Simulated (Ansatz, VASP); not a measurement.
## Si4C5: VASP beside Ansatz

```
Si C
1.0
     3.09674    0.00000    0.00000
     0.00000    4.37945    0.00000
     0.00000    0.00000   21.63321
Si C
4 5
Direct
  0.50000 0.50000 0.18490
  0.00000 0.00000 0.25647
  0.50000 0.49714 0.33084
  0.00000 0.94989 0.38799
  0.00000 0.25000 0.18490
  0.50000 0.75000 0.25647
  0.00000 0.25594 0.32961
  0.50000 0.75474 0.39907
  0.50000 0.75474 0.45362
```

Alike in both runs: task single point; functional PBE; k mesh 9 × 6 × 1; occupations gaussian, width 0.05 eV; collinear spin.

|  | VASP | Ansatz |
| --- | --- | --- |
| version | VASP 6.6.1 | Ansatz 0.2.0 |
| potentials or method | VASP PAW PBE potentials, release 64 (Si, C), cutoff 520 eV | scalar-relativistic, plane waves, PAW |
| valence electrons in the cell | 36 | 36 |

VASP gave:

| Property | Result |
| --- | --- |
| gap on the k mesh at the Fermi level (eV) | none |
| rms of the force components (eV/Å) | 4.084 |
| net moment per atom (μB) | 0.07 |
| size of the moment on the site where the two differ most (μB) | 0.12 |

Question: Estimate Ansatz's values.

Answer: gap on the k mesh at the Fermi level (eV): none; rms of the force components (eV/Å): 4.024; net moment per atom (μB): 0.07; size of the moment on the site where the two differ most (μB): 0.06.

Site moments also hang on the region over which each program counts them. A gap of «none» marks a metal or a gap that the smearing closes. With one functional, cell and mesh, what is left measures potentials, basis and numerics.
